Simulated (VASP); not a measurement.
# Sc (P6_3/mmc) in VASP: notebook

Sc is run at these levels: PBE; tasks: single point, relaxation of the atoms.

Everything below comes from runs of VASP 6.6.1. Logs are shortened: lines on timing, memory, paths and dates and some standing lists are left out, and cuts for length are marked.

### Step 1. The cell of the first run

Symmetry: P6_3/mmc, No. 194, hexagonal system. Conventional cell: a = 3.309 Å, b = 3.309 Å, c = 5.273 Å, α = 90.00°, β = 90.00°, γ = 120.00°. Sc (site symmetry -6m2) has 12 Sc at 3.26 to 3.31 Å within 4.3 Å.

### Step 2. Single point, PBE

File INCAR:

```
PREC = Accurate ; ENCUT = 520
EDIFF = 1E-7 ; ISMEAR = -1
SIGMA = 0.05 ; LREAL = F
LASPH = T ; NELM = 100
ALGO = Normal ; ISIF = 2
LWAVE = F ; LCHARG = T
GGA = PE ; LELF = T
LVHAR = T ; NBANDS = 18
```

File KPOINTS:

```
Automatic mesh
0
Gamma
  11 11 6
```

File POSCAR:

```
Sc
1.0
    3.3090000000      0.0000000000      0.0000000000
   -1.6545000000      2.8656780611      0.0000000000
    0.0000000000      0.0000000000      5.2733000000
Sc
2
Direct
    0.3333333333      0.6666666667      0.2500000000
    0.6666666667      0.3333333333      0.7500000000
```

Potentials or basis: VASP PAW PBE potentials, release 64 (Sc_sv).

Started as:

```
$ cat potpaw_PBE.64/Sc_sv/POTCAR > POTCAR
$ mpirun -np 1 vasp_std > vasp.out
```

OUTCAR:

```text
PREC = Accurate
   ENCUT = 520
   EDIFF = 1E-7
   ISMEAR = -1
   LREAL = F
   LASPH = T
   NELM = 100
   ISIF = 2
   GGA = PE

 ion  position               nearest neighbor table
   1  0.333  0.667  0.250-   2 3.26   2 3.26   2 3.26   2 3.26   2 3.26   2 3.26
   2  0.667  0.333  0.750-   1 3.26   1 3.26   1 3.26   1 3.26   1 3.26   1 3.26

  LATTYP: Found a hexagonal cell.
 ALAT       =     3.3090000000
 C/A-ratio  =     1.5936234512

  Lattice vectors:

 A1 = (   3.3090000000,   0.0000000000,   0.0000000000)
 A2 = (  -1.6545000000,   2.8656780611,   0.0000000000)
 A3 = (   0.0000000000,   0.0000000000,   5.2733000000)

Analysis of symmetry for initial positions (statically):
=====================================================================
 Subroutine PRICEL returns:
 Original cell was already a primitive cell.

 Routine SETGRP: Setting up the symmetry group for a
 hexagonal supercell.

 Subroutine GETGRP returns: Found 24 space group operations
 (whereof 12 operations were pure point group operations)
 out of a pool of 24 trial point group operations.

The static configuration has the point symmetry D_3d.
 The point group associated with its full space group is D_6h.

Analysis of symmetry for dynamics (positions and initial velocities):
=====================================================================
 Subroutine PRICEL returns:
 Original cell was already a primitive cell.

 Routine SETGRP: Setting up the symmetry group for a
 hexagonal supercell.

 Subroutine GETGRP returns: Found 24 space group operations
 (whereof 12 operations were pure point group operations)
 out of a pool of 24 trial point group operations.

The dynamic configuration has the point symmetry D_3d.
 The point group associated with its full space group is D_6h.

 Subroutine INISYM returns: Found 24 space group operations
 (whereof 12 operations are pure point group operations),
 and found     1 'primitive' translations

----------------------------------------------------------------------------------------

                                     Primitive cell

  volume of cell :      50.0042

  direct lattice vectors                    reciprocal lattice vectors
     3.309000000  0.000000000  0.000000000     0.302206105  0.174478776  0.000000000
    -1.654500000  2.865678061  0.000000000     0.000000000  0.348957552  0.000000000
     0.000000000  0.000000000  5.273300000     0.000000000  0.000000000  0.189634574

  length of vectors
     3.309000000  3.309000000  5.273300000     0.348957552  0.348957552  0.189634574

  position of ions in fractional coordinates (direct lattice)
     0.333333333  0.666666667  0.250000000
     0.666666667  0.333333333  0.750000000

  ion indices of the primitive-cell ions
   primitive index   ion index
                 1           1
                 2           2

----------------------------------------------------------------------------------------

 KPOINTS: Automatic mesh

Automatic generation of k-mesh.
 Grid dimensions read from file:
 generate k-points for:   11   11    6

 Generating k-lattice:

  Cartesian coordinates                     Fractional coordinates (reciprocal lattice)
     0.027473282  0.015861707  0.000000000     0.090909091  0.000000000  0.000000000
     0.000000000  0.031723414  0.000000000     0.000000000  0.090909091  0.000000000
     0.000000000  0.000000000  0.031605762     0.000000000  0.000000000  0.166666667

  Length of vectors
     0.031723414  0.031723414  0.031605762

  Shift w.r.t. Gamma in fractional coordinates (k-lattice)
     0.000000000  0.000000000  0.000000000

 Subroutine IBZKPT returns following result:
 ===========================================

 Found     64 irreducible k-points:

 Following reciprocal coordinates:
            Coordinates               Weight
  0.000000  0.000000  0.000000      1.000000
  0.090909  0.000000  0.000000      6.000000
  0.181818  0.000000  0.000000      6.000000
  0.272727  0.000000  0.000000      6.000000
  0.363636  0.000000  0.000000      6.000000
  0.454545  0.000000  0.000000      6.000000
[... 16 lines left out ...]
  0.090909  0.090909  0.166667     12.000000
  0.181818  0.090909  0.166667     24.000000
 [... further k-points ...]
   k-points           NKPTS =     64   k-points in BZ     NKDIM =     64   number of bands    NBANDS=     18
   number of dos      NEDOS =    301   number of ions     NIONS =      2
   total plane-waves  NPLWV =  31360
   dimension x,y,z NGX =    28 NGY =   28 NGZ =   40
   dimension x,y,z NGXF=    56 NGYF=   56 NGZF=   80
   ions per type =               2
   NGX,Y,Z   is equivalent  to a cutoff of  14.07, 14.07, 12.61 a.u.
   NGXF,Y,Z  is equivalent  to a cutoff of  28.13, 28.13, 25.22 a.u.
 SYSTEM =  unknown system
   PREC   = accura    normal or accurate (medium, high low for compatibility)
   ISTART =      0    job   : 0-new  1-cont  2-samecut
   ICHARG =      2    charge: 1-file 2-atom 10-const
   ISPIN  =      1    spin polarized calculation?
   LNONCOLLINEAR =      F non collinear calculations
   LSORBIT =      F    spin-orbit coupling
   LASPH  =      T    aspherical Exc in radial PAW
   ENCUT  =  520.0 eV  38.22 Ry    6.18 a.u.   6.15  6.15  9.80*2*pi/ulx,y,z
   NELM   =    100;   NELMIN=  2; NELMDL= -5     # of ELM steps
   EDIFF  = 0.1E-06   stopping-criterion for ELM
   LREAL  =      F    real-space projection
   EDIFFG = 0.1E-05   stopping-criterion for IOM
   NSW    =      0    number of steps for IOM
   IBRION =     -1    ionic relax: 0-MD 1-quasi-New 2-CG
   NFREE  =      0    steps in history (QN), initial steepest desc. (CG)
   ISIF   =      2    stress and relaxation
   ISYM   =      2    0-nonsym 1-usesym 2-fastsym
   POTIM  = 0.5000    time-step for ionic-motion
   TEBEG  =    0.0;   TEEND  =   0.0 temperature during run
   PSTRESS=    0.0 pullay stress
   NELECT =      22.0000    total number of electrons
   NUPDOWN=      -1.0000    fix difference up-down
   EMIN   =  10.00;   EMAX   =-10.00  energy-range for DOS
   EFERMI =   0.00;   METHOD = LEGACY
   ISMEAR =    -1;   SIGMA  =   0.05  broadening in eV -4-tet -1-fermi 0-gaus
   EFERMI_NEDOS =   21; number of points for ismear=-14 and -15
   IALGO  =     38    algorithm
   IMIX   =      4    mixing-type and parameters
     AMIX     =   0.40;   BMIX     =  1.00
     AMIX_MAG =   1.60;   BMIX_MAG =  1.00
  volume/ion in A,a.u.               =      25.00       168.72
  Fermi-wavevector in a.u.,A,eV,Ry     =   1.245127  2.352948 21.093660  1.550340
  Thomas-Fermi vector in A             =   2.379363
   LORBIT       =      0    0 simple, 1 ext, 2 COOP (PROOUT), +10 PAW based schemes
   GGA     = PE    functional components
   LHFCALC =     F    Hartree Fock is set to
   AEXX    =    0.0000 exact exchange contribution
   IVDW    =     0    specifies the selected vdW correction
   LEPSILON=     F    determine dielectric tensor
   LRPA    =     F    only Hartree local field effects (RPA)
 non-spin polarized calculation
  energy-cutoff  :      520.00
  volume of cell :       50.00
 maximum number of plane-waves:      1387
 NGX is ok and might be reduce to    28
   NGX = 13   NGY = 13   NGZ = 19

 number of electron      22.0000000 magnetization

 Free energy of the ion-electron system (eV)
  ---------------------------------------------------
  ext. energy  EPLUGINS =         0.00000000
  ---------------------------------------------------
  free energy    TOTEN  =       -12.50969079 eV

  energy without entropy =      -12.47486048  energy(sigma->0) =      -12.49227564

 E-fermi :   3.6029     XC(G=0):  -9.8208

 val. band max:        3.5999082485   @ k =   0.1818   0.1818   0.3333
 cond. band min:       3.6059407100   @ k =   0.1818   0.0000   0.1667
 fundamental gap:      0.0060324614
 Fermi energy:         3.6029473551

 k-point     1 :       0.0000    0.0000    0.0000
  band No.  band energies     occupation
      1     -45.8574      2.00000
      2     -45.7963      2.00000
      3     -24.6630      2.00000
      4     -24.3404      2.00000
      5     -24.3404      2.00000
      6     -24.2840      2.00000
[... 10 lines left out ...]
     17       5.9619      0.00000
     18       5.9619      0.00000

 k-point     2 :       0.0909    0.0000    0.0000
  band No.  band energies     occupation
      1     -45.8536      2.00000
      2     -45.7947      2.00000
      3     -24.6529      2.00000
      4     -24.3612      2.00000
      5     -24.3473      2.00000
      6     -24.3057      2.00000
[... 10 lines left out ...]
     17       5.8179      0.00000
     18       5.8557      0.00000

 k-point     3 :       0.1818    0.0000    0.0000
  band No.  band energies     occupation
      1     -45.8434      2.00000
      2     -45.7909      2.00000
      3     -24.6243      2.00000
      4     -24.4175      2.00000
      5     -24.3652      2.00000
      6     -24.3628      2.00000
[... 10 lines left out ...]
     17       5.8504      0.00000
     18       6.0477      0.00000

 k-point     4 :       0.2727    0.0000    0.0000
  band No.  band energies     occupation
      1     -45.8293      2.00000
      2     -45.7865      2.00000
      3     -24.5823      2.00000
      4     -24.4920      2.00000
      5     -24.4352      2.00000
      6     -24.3878      2.00000
[... 375 lines left out ...]
      4     -24.5579      2.00000
      5     -24.4661      2.00000
      6     -24.4134      2.00000
[... 10 lines left out ...]
     17       7.3231      0.00000
     18       7.5244      0.00000

 k-point    23 :       0.0909    0.0909    0.1667
  band No.  band energies     occupation
      1     -45.8430      2.00000
      2     -45.7957      2.00000
      3     -24.6139      2.00000
      4     -24.3885      2.00000
      5     -24.3732      2.00000
      6     -24.3463      2.00000
[... 10 lines left out ...]
     17       6.0271      0.00000
     18       6.1323      0.00000

 k-point    24 :       0.1818    0.0909    0.1667
  band No.  band energies     occupation
      1     -45.8313      2.00000
      2     -45.7911      2.00000
      3     -24.5892      2.00000
      4     -24.4454      2.00000
      5     -24.4289      2.00000
      6     -24.3728      2.00000
[... 10 lines left out ...]
     17       6.2362      0.00000
     18       6.4458      0.00000

 [... further k-points ...]
[... 5 lines left out ...]
  --------------------------------------------------------------------------------------
  -------------------------------------------------------------------------------------
  Total       -0.0395383     -0.0395383     -0.5555122     -0.0000000      0.0000000      0.0000000
  in kB       -1.2668389     -1.2668389    -17.7990790     -0.0000000      0.0000000      0.0000000
  external PRESSURE =      -6.7775856 kB  Pullay stress =       0.0000000 kB

 VOLUME and BASIS-vectors are now :
 -----------------------------------------------------------------------------
  energy-cutoff  :      520.00
  volume of cell :       50.00
      direct lattice vectors                 reciprocal lattice vectors
     3.309000000  0.000000000  0.000000000     0.302206105  0.174478776  0.000000000
    -1.654500000  2.865678061  0.000000000     0.000000000  0.348957552  0.000000000
     0.000000000  0.000000000  5.273300000     0.000000000  0.000000000  0.189634574

 POSITION                                       TOTAL-FORCE (eV/Angst)
 -----------------------------------------------------------------------------------
     -0.00000      1.91045      1.31832         0.000000      0.000000      0.000000
      1.65450      0.95523      3.95498        -0.000000     -0.000000      0.000000
 -----------------------------------------------------------------------------------
    total drift:                               -0.000000      0.000000     -0.000000

  FREE ENERGIE OF THE ION-ELECTRON SYSTEM (eV)
  ---------------------------------------------------
  free  energy   TOTEN  =       -12.5096907869 eV

  energy  without entropy=      -12.4748604845  energy(sigma->0) =      -12.49227564
```

It took 76 s on 1 thread of Oxide Virtual Turin-like, shared host; peak memory 0.17 GiB.

Results:

- Free energy: -12.5097 eV
- Pressure: -0.7 GPa
- Band gap on the k mesh: zero (band 11 reaches 4.48 eV, above the bottom of band 12 at 3.14 eV)

### Step 3. Relaxation of the atoms, PBE

File INCAR:

```
PREC     = Accurate       # precision mode
ENCUT    = 520            # plane-wave cutoff, eV
EDIFF    = 1E-7           # SCF threshold, eV
ISMEAR   = -1             # smearing method
SIGMA    = 0.05           # smearing width, eV
LREAL    = False          # projectors in reciprocal space
LASPH    = True           # aspherical terms in the spheres
NELM     = 60             # most SCF steps
ALGO     = Normal         # electronic algorithm
ISIF     = 2              # what is computed and relaxed
LWAVE    = False          # write WAVECAR
LCHARG   = False          # write CHGCAR
GGA      = PE             # functional
IBRION   = 2              # ionic algorithm
NSW      = 80             # ionic steps
EDIFFG   = -0.02          # ionic threshold
```

KPOINTS is that of step 2.

POSCAR is that of step 2.

Potentials or basis: VASP PAW PBE potentials, release 64 (Sc_sv).

Started as:

```
$ cat potpaw_PBE.64/Sc_sv/POTCAR > POTCAR
$ mpirun -np 1 vasp_std > vasp.out
```

Wall time 45 s (1 thread of Oxide Virtual Turin-like, shared host); peak memory 0.17 GiB.

The run converged. Its results:

```yaml
Free_energy: -12.5097 eV
Pressure_after_relaxing: -0.7 GPa
Band_gap_on_the_k_mesh: zero (band 11 reaches 4.48 eV, above the bottom of band 12 at 3.14 eV)
```

Stress tensor (GPa, compression positive):
```
-0.13  0.00  0.00
 0.00 -0.13  0.00
 0.00  0.00 -1.78
```

Final structure:
```
Sc
1.0
     3.30900    0.00000    0.00000
    -1.65450    2.86568    0.00000
     0.00000    0.00000    5.27330
Sc
2
Direct
  0.33333 0.66667 0.25000
  0.66667 0.33333 0.75000
```

Levels at points of the mesh, in eV from the Fermi level:
```
           k point  band 9  band 10  band 11  band 12  band 13  band 14
(0.00, 0.00, 0.00)   -5.11    -1.66     0.41     1.59     1.59     1.70
(0.00, 0.00, 0.50)   -3.63    -3.63     0.88     0.88     1.53     1.53
```

Caveat: the relaxation stopped at its first step, so nothing moved.
